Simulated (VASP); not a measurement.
The system is P.

```
P
1.0
     3.36235    0.00000    0.00000
     0.00000    3.36235    0.00000
     0.00000    0.00000    1.87774
P
1
Cartesian
  1.6812 1.6812 0.9389
```

The cell was built from a structure type or drawn by symmetry, and may not be a known phase.

| Property | Result |
| --- | --- |
| Program | VASP 6.6.1 |
| Task | relaxation of cell and atoms |
| Functional | PBE |
| Potentials or basis | VASP PAW PBE potentials, release 64 (P) |
| Cutoff | 600 eV |
| k mesh | 6 × 6 × 8 |
| Occupations | gaussian, width 0.1 eV |
| Spin | no spin polarisation |

At the start: pressure 24.7 GPa; volume 21.23 Å³/atom.

Problem. Where does the relaxation end?

Solution. Over 23 steps the energy falls by 1689.9 meV/atom and the volume is 14.61 Å³/atom (-31.2 %); space group P4/mmm (No. 123, to 0.1 Å) before, Pm-3m (No. 221, to 0.1 Å).

Step by step:
```tsv
step	energy change (eV)	largest force (eV/Å)	pressure (GPa)	volume (Å³)
1	0.0000	0.0000	24.75	21.23
2	-0.0398	0.0000	-15.59	30.86
3	-0.2281	0.0000	-15.62	29.02
4	-0.4773	0.0000	-14.37	27.31
5	-0.7169	0.0000	-2.58	24.31
6	-0.7202	0.0000	-5.09	24.67
7	-0.7203	0.0000	-4.63	24.60
8	-0.8398	0.0000	-6.22	22.62
9	-0.9827	0.0000	-7.14	20.69
10	-1.2955	0.0000	-5.88	17.06
11	-1.0231	0.0000	67.89	10.77
12	-1.4645	0.0000	-1.70	15.38
13	-1.5559	0.0000	19.04	12.98
14	-1.5566	0.0000	11.77	13.59
15	-1.5616	0.0000	14.95	13.30
16	-1.5793	0.0000	17.25	13.08
17	-1.5810	0.0000	18.38	12.98
18	-1.5988	0.0000	16.35	13.12
19	-1.6407	0.0000	10.55	13.55
20	-1.6825	0.0000	1.30	14.44
21	-1.6849	0.0000	-1.04	14.72
22	-1.6874	0.0000	-0.81	14.69
23	-1.6899	0.0000	-0.19	14.61
```

Final structure:
```cif
data_structure
_symmetry_space_group_name_H-M 'P 1'
_symmetry_Int_Tables_number 1
_cell_length_a 2.4351
_cell_length_b 2.4351
_cell_length_c 2.4644
_cell_angle_alpha 90.000
_cell_angle_beta 90.000
_cell_angle_gamma 90.000
_cell_volume 14.61
loop_
_atom_site_label
_atom_site_type_symbol
_atom_site_fract_x
_atom_site_fract_y
_atom_site_fract_z
_atom_site_occupancy
P1 P 0.50000 0.50000 0.50000 1
```

Caveat: the k points lie up to 0.43 Å⁻¹ apart in the final cell, too coarse for converged energies and pressures of a metal; the volume moved by over 15 % at a fixed basis, so the end points are rough.
